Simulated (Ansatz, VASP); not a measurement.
Si2W: VASP beside Ansatz

Contents of INCAR:

```
SYSTEM = Si2W
ALGO = Normal ; EDIFF = 1E-8
ENCUT = 520 ; GGA = PS
ISIF = 2 ; ISMEAR = -1
LASPH = .TRUE. ; LCHARG = .FALSE.
LEFG = .TRUE. ; LREAL = .FALSE.
LWAVE = .FALSE. ; NBANDS = 18
NELM = 60 ; PREC = Accurate
SIGMA = 0.03
```

KPOINTS

```
k-points
0
G
  18 18 18
  0 0 0
```

Contents of POSCAR:

```
Si2W
1.0
   -1.6113355874      1.6113355874      3.9530897972
    1.6113355874     -1.6113355874      3.9530897972
    1.6113355874      1.6113355874     -3.9530897972
Si W
2 1
Direct
    0.3330000000      0.3330000000      0.0000000000
    0.6670000000      0.6670000000      0.0000000000
    0.0000000000      0.0000000000      0.0000000000
```

Input for Ansatz:

```yaml
crystal:
  lattice:
    - [-1.6113355874, 1.6113355874, 3.9530897972]
    - [1.6113355874, -1.6113355874, 3.9530897972]
    - [1.6113355874, 1.6113355874, -3.9530897972]
  atoms:
    - { symbol: Si, position: [0.333, 0.333, 0.0] }
    - { symbol: Si, position: [0.667, 0.667, 0.0] }
    - { symbol: W, position: [0.0, 0.0, 0.0] }
kpoints:
  mp_grid: { grid: [18, 18, 18] }
scf:
  occupations: { method: fermi_dirac, width: 0.03 }
hamiltonian:
  xc: pbesol
  pseudopotentials: { kind: all_electron, datasets: crystal }
output:
  forces: true
  stress: true
  eigenvalues: true
  efg: { contact_densities: true }
```

Change from the starting cell: volume scaled by 1.01, crystal datasets.

Alike in both runs: task electric field gradients; functional PBEsol; k mesh 18 × 18 × 18; occupations fermi-dirac, width 0.03 eV; no spin polarisation.

```csv
,VASP,Ansatz
version,VASP 6.6.1,Ansatz 0.2.0
potentials or method,"VASP PAW PBE potentials, release 64 (Si, W_sv), cutoff 520 eV","all-electron PAW with datasets made for the crystal, scalar-relativistic"
```

Ansatz gave:

| Property | Result |
| --- | --- |
| pressure (GPa) | -5.7 |
| traceless stress, the component that is largest in VASP (GPa) | -1.98 |
| rms of the force components (eV/Å) | 0.141 |
| size of Vzz on the site where it differs most (V/Å²) | 143.6 |

Task: Estimate VASP's values.

Result: Pressure (GPa): -5.4; traceless stress, the component that is largest in VASP (GPa): -1.99; rms of the force components (eV/Å): 0.138; size of Vzz on the site where it differs most (V/Å²): 123.9.

VASP's potentials were made for PBE, not for PBEsol. Atom by atom the forces differ by 0.003 eV/Å (rms over components). Ansatz ran all-electron here, and VASP with PAW potentials.

Neither program's run includes spin-orbit coupling.
